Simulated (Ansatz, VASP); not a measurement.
One calculation of CaO, two programs

Contents of INCAR:

```
SYSTEM = CaO
ALGO = Normal
EDIFF = 1E-7
ENCUT = 520
GGA = PE
ISIF = 2
ISMEAR = -1
LASPH = .True.
LCHARG = .False.
LREAL = .False.
LWAVE = .False.
NBANDS = 24
NELM = 60
PREC = Accurate
SIGMA = 0.05
```

KPOINTS

```
k-points
0
Gamma
  11 11 11
  0 0 0
```

The input POSCAR:

```
CaO
1.0
   -1.7003410095      1.7003410095      8.6804656068
    1.7003410095     -1.7003410095      8.6804656068
    1.7003410095      1.7003410095     -8.6804656068
Ca O
2 2
Direct
    0.6795970000      0.6795970000      0.0000000000
    0.3204030000      0.3204030000      0.0000000000
    0.8181860000      0.8181860000      0.0000000000
    0.1818140000      0.1818140000      0.0000000000
```

File input.yaml:

```yaml
crystal:
  lattice:
    - [-1.7003410095, 1.7003410095, 8.6804656068]
    - [1.7003410095, -1.7003410095, 8.6804656068]
    - [1.7003410095, 1.7003410095, -8.6804656068]
  atoms:
    - { symbol: Ca, position: [0.679597, 0.679597, 0.0] }
    - { symbol: Ca, position: [0.320403, 0.320403, 0.0] }
    - { symbol: O, position: [0.818186, 0.818186, 0.0] }
    - { symbol: O, position: [0.181814, 0.181814, 0.0] }
hamiltonian:
  xc: pbe
  pseudopotentials: { kind: paw }
kpoints:
  mp_grid: { grid: [11, 11, 11] }
scf:
  occupations: { method: fermi_dirac, width: 0.05 }
output:
  forces: true
  stress: true
  eigenvalues: true
```

Alike in both runs: task single point; functional PBE; k mesh 11 × 11 × 11; occupations fermi-dirac, width 0.05 eV; no spin polarisation.

|  | VASP | Ansatz |
| --- | --- | --- |
| version | VASP 6.6.1 | Ansatz 0.2.0 |
| potentials or method | VASP PAW PBE potentials, release 64 (Ca_sv, O) | Ansatz PAW |
| plane-wave cutoff (eV) | 520 | 420 |
| valence electrons in the cell | 32 | 32 |

|  | VASP | Ansatz | Ansatz less VASP |
| --- | --- | --- | --- |
| gap on the k mesh at the Fermi level (eV) | 2.05 | 2.07 | +0.014 |
| least direct gap on the mesh (eV) | 2.05 | 2.07 | +0.014 |
| pressure (GPa) | -3.3 | -3.5 | -0.25 |
| traceless stress, the component that is largest in VASP (GPa) | 1.52 | 1.67 | +0.147 |
| rms of the force components (eV/Å) | 0.138 | 0.153 | +0.0146 |

Atom by atom the forces differ by 0.015 eV/Å (rms over components).

Noted on Ansatz's run: odd divisions of the mesh miss points on the zone boundary, where band edges often lie, so the gap on the mesh can be too wide.
